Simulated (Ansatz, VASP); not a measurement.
**Na in VASP and in Ansatz**

File INCAR:

```
PREC = Accurate
ENCUT = 520
EDIFF = 1E-8
ISMEAR = -1
SIGMA = 0.03
LREAL = False
LASPH = True
NELM = 100
ALGO = Normal
ISIF = 2
LWAVE = False
LCHARG = False
GGA = PS
LEFG = True
NBANDS = 10
```

KPOINTS

```
Automatic mesh
0
Gamma
  11 11 11
```

POSCAR

```
Na
1.0
   -2.1453650376      2.1453650376      2.1453650376
    2.1453650376     -2.1453650376      2.1453650376
    2.1453650376      2.1453650376     -2.1453650376
Na
1
Direct
    0.0000000000      0.0000000000      0.0000000000
```

Input for Ansatz:

```yaml
crystal:
  lattice:
    - [-2.1453650376, 2.1453650376, 2.1453650376]
    - [2.1453650376, -2.1453650376, 2.1453650376]
    - [2.1453650376, 2.1453650376, -2.1453650376]
  atoms:
    - { symbol: Na, position: [0.0, 0.0, 0.0] }
kpoints:
  mp_grid: { grid: [11, 11, 11] }
scf:
  occupations: { method: fermi_dirac, width: 0.03 }
hamiltonian:
  xc: pbesol
  pseudopotentials: { kind: all_electron, datasets: crystal }
output:
  forces: true
  stress: true
  eigenvalues: true
  efg: { contact_densities: true }
```

Change from the starting cell: volume scaled by 1.04, crystal datasets.

Alike in both runs: task electric field gradients; functional PBEsol; k mesh 11 × 11 × 11; occupations fermi-dirac, width 0.03 eV; no spin polarisation.

```csv
,VASP,Ansatz
version,VASP 6.6.1,Ansatz 0.2.0
potentials or method,"VASP PAW PBE potentials, release 64 (Na_pv), cutoff 520 eV","all-electron PAW with datasets made for the crystal, scalar-relativistic"
```

```csv
,VASP,Ansatz,Ansatz less VASP
pressure (GPa),-0.6,-0.6,+0.01
```

VASP's potentials were made for PBE, not for PBEsol. Ansatz ran all-electron here, and VASP with PAW potentials.
